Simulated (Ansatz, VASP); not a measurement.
## ZrB in VASP and in Ansatz

```xyz
2
Lattice="0.0000 2.3250 2.3250 2.3250 0.0000 2.3250 2.3250 2.3250 0.0000" Properties=species:S:1:pos:R:3 pbc="T T T"
Zr    0.0000    0.0000    0.0000
B     2.3250    2.3250    2.3250
```

Alike in both runs: functional PBE; k mesh 10 × 10 × 10; occupations gaussian, width 0.05 eV; non-collinear spin, spin-orbit coupling.

|  | VASP | Ansatz |
| --- | --- | --- |
| version | VASP 6.6.1 | Ansatz 0.2.0 |
| potentials or method | VASP PAW PBE potentials, release 64 (Zr_sv, B) | PseudoDojo stringent (PBE files) |
| plane-wave cutoff (eV) | 520 | 1034 |
| valence electrons in the cell | 15 | 15 |
| task | single point | density of states |

|  | VASP | Ansatz | Ansatz less VASP |
| --- | --- | --- | --- |
| net moment per atom (μB) | 0.00 | 0.00 | 0.000 |
